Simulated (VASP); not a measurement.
A run of VASP 6.6.1 is set up as follows.

Contents of INCAR:

```
SYSTEM = Al5As
PREC = Accurate
ENCUT = 520
EDIFF = 1E-6
ISMEAR = 0
SIGMA = 0.1
LREAL = .FALSE.
LASPH = .TRUE.
NELM = 60
ALGO = Normal
ISIF = 2
LWAVE = .FALSE.
LCHARG = .FALSE.
GGA = PE
NBANDS = 19
```

The input KPOINTS:

```
regular mesh
0
G
  4 4 4
  0 0 0
```

File POSCAR:

```
Al5As
1.0
    0.0000000000      3.5169865200      3.5169865200
    3.5169865200      0.0000000000      3.5169865200
    3.5169865200      3.5169865200      0.0000000000
Al As
5 1
Direct
    0.3750000000      0.3750000000      0.8750000000
    0.3750000000      0.8750000000      0.3750000000
    0.8750000000      0.3750000000      0.3750000000
    0.3750000000      0.3750000000      0.3750000000
    0.7500000000      0.7500000000      0.7500000000
    0.0000000000      0.0000000000      0.0000000000
```

Potentials or basis: VASP PAW PBE potentials, release 64 (Al, As).

Launch:

```console
$ cat potpaw_PBE.64/Al/POTCAR potpaw_PBE.64/As/POTCAR > POTCAR
$ mpirun -np 1 vasp_std > vasp.out
```

Problem. Estimate the pressure.

Solution. 21.2 GPa.

Problem. Predict the band gap on the k mesh.

Solution. Zero (band 10 reaches 10.70 eV, above the bottom of band 11 at 7.83 eV).

Caveat: the k points lie up to 0.39 Å⁻¹ apart.
